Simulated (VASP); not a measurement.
Here is a VASP 6.6.1 calculation.

The input INCAR:

```
SYSTEM = WS2
  ALGO = Normal
  EDIFF = 1E-6
  ENCUT = 520
  GGA = PS
  ISIF = 2
  ISMEAR = -1
  LASPH = .True.
  LCHARG = .True.
  LELF = .True.
  LREAL = .False.
  LVHAR = .True.
  LWAVE = .False.
  NBANDS = 20
  NELM = 60
  PREC = Accurate
  SIGMA = 0.05
```

Contents of KPOINTS:

```
k-points
0
Gamma
  10 10 2
  0 0 0
```

File POSCAR:

```
WS2
1.0
    3.1458030185      0.0000000000      0.0000000000
   -1.5729015092      2.7243453293      0.0000000000
    0.0000000000      0.0000000000     16.9534346893
W S
1 2
Direct
    0.0000000000      0.0000000000      0.0000000000
    0.3333333333      0.6666666667      0.0924219174
    0.3333333333      0.6666666667      0.9075780826
```

Potentials or basis: VASP PAW PBE potentials, release 64 (W_sv, S).

Launch:

```sh
$ cat potpaw_PBE.64/W_sv/POTCAR potpaw_PBE.64/S/POTCAR > POTCAR
$ mpirun -np 1 vasp_std > vasp.out
```

What does it give for the band gap on the k mesh?

2.25 eV, indirect (least direct gap 2.30 eV).

What does it give for the largest force?

0.021 eV/Å.

Forces on the atoms (eV/Å):
```
W    0.000  0.000  0.000
S    0.000  0.000  0.021
S    0.000  0.000 -0.021
```

Caveat: the PAW data sets were made with another functional, which shifts forces and pressure a little; spin-orbit coupling is left out, which moves the levels of the heavy elements.
